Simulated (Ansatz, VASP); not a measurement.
## One calculation of Al, two programs

```
CELL_PARAMETERS angstrom
-1.72013 1.72013 3.18520
1.72013 -1.72013 3.18520
1.72013 1.72013 -3.18520
ATOMIC_POSITIONS crystal
Al 0.31021 0.31021 0.00000
Al 0.68979 0.68979 0.00000
```

Alike in both runs: task single point; functional PBE; k mesh 8 × 8 × 8; occupations gaussian, width 0.1 eV; no spin polarisation.

|  | VASP | Ansatz |
| --- | --- | --- |
| version | VASP 6.6.1 | Ansatz 0.2.0 |
| potentials or method | VASP PAW PBE potentials, release 64 (Al), cutoff 520 eV | scalar-relativistic, plane waves, PAW |
| valence electrons in the cell | 6 | 6 |

Ansatz gave:

| Quantity | Value |
| --- | --- |
| gap on the k mesh at the Fermi level (eV) | none |
| pressure (GPa) | 12.6 |
| traceless stress, the component that is largest in VASP (GPa) | 4.59 |
| rms of the force components (eV/Å) | 0.182 |

Task: Which values does VASP return?

Result: gap on the k mesh at the Fermi level (eV): none; pressure (GPa): 12.6; traceless stress, the component that is largest in VASP (GPa): 4.61; rms of the force components (eV/Å): 0.181.

Atom by atom the forces differ by 0.001 eV/Å (rms over components). A gap of «none» marks a metal or a gap that the smearing closes. The functional is the same, so the differences come from potentials, cutoffs and numerics.
